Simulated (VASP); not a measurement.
Here is a VASP 6.6.1 calculation.

Contents of INCAR:

```
SYSTEM = Eu
PREC = Accurate
ENCUT = 520
EDIFF = 1E-7
ISMEAR = 0
SIGMA = 0.05
LREAL = .FALSE.
LASPH = .TRUE.
NELM = 150
ALGO = Normal
ISIF = 2
LWAVE = .FALSE.
LCHARG = .FALSE.
LNONCOLLINEAR = .TRUE.
MAGMOM = 0 0 7.08
LORBIT = 11
LSORBIT = .TRUE.
GGA_COMPAT = .FALSE.
LORBMOM = .TRUE.
LMAXMIX = 6
GGA = PE
NBANDS = 28
```

The input KPOINTS:

```
regular mesh
0
G
  14 14 14
  0 0 0
```

The input POSCAR:

```
Eu
1.0
   -2.1943825301      2.1943825301      2.1943825301
    2.1943825301     -2.1943825301      2.1943825301
    2.1943825301      2.1943825301     -2.1943825301
Eu
1
Direct
    0.0000000000      0.0000000000      0.0000000000
```

Potentials or basis: VASP PAW PBE potentials, release 64 (Eu).

Launch:

```bash
$ cat potpaw_PBE.64/Eu/POTCAR > POTCAR
$ mpirun -np 1 vasp_ncl > vasp.out
```

**Question.** Estimate the pressure.

**Answer.** -0.4 GPa.

**Question.** Predict the net moment.

**Answer.** 7.19 μB per cell.

Moments on the atoms (μB; x, y, z):
```
Eu  0.00 0.00 6.62
```

The state reached can hang on the start; a lower one may exist.
